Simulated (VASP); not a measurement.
Input of a VASP 6.6.1 run:

INCAR

```
SYSTEM = NaCl
PREC = Accurate
ENCUT = 520
EDIFF = 1E-7
ISMEAR = 0
SIGMA = 0.05
LREAL = .FALSE.
LASPH = .TRUE.
NELM = 80
ALGO = Normal
ISIF = 2
LWAVE = .FALSE.
LCHARG = .FALSE.
GGA = PS
NBANDS = 14
```

The input KPOINTS:

```
regular mesh
0
G
  10 10 10
  0 0 0
```

File POSCAR:

```
NaCl
1.0
    3.2665372379      0.0000000000      0.0000000000
    0.0000000000      3.2665372379      0.0000000000
    0.0000000000      0.0000000000      3.2665372379
Na Cl
1 1
Direct
    0.0000000000      0.0000000000      0.0000000000
    0.5000000000      0.5000000000      0.5000000000
```

Potentials or basis: VASP PAW PBE potentials, release 64 (Na_pv, Cl).

The run is started by

```sh
$ cat potpaw_PBE.64/Na_pv/POTCAR potpaw_PBE.64/Cl/POTCAR > POTCAR
$ mpirun -np 1 vasp_std > vasp.out
```

Question: Estimate the band gap on the k mesh.

Answer: 4.63 eV, indirect (least direct gap 5.26 eV).

Question: Predict the pressure.

Answer: 6.8 GPa.

Caveat: the PAW data sets were made with another functional, which shifts forces and pressure a little. A k mesh can miss the band edges.
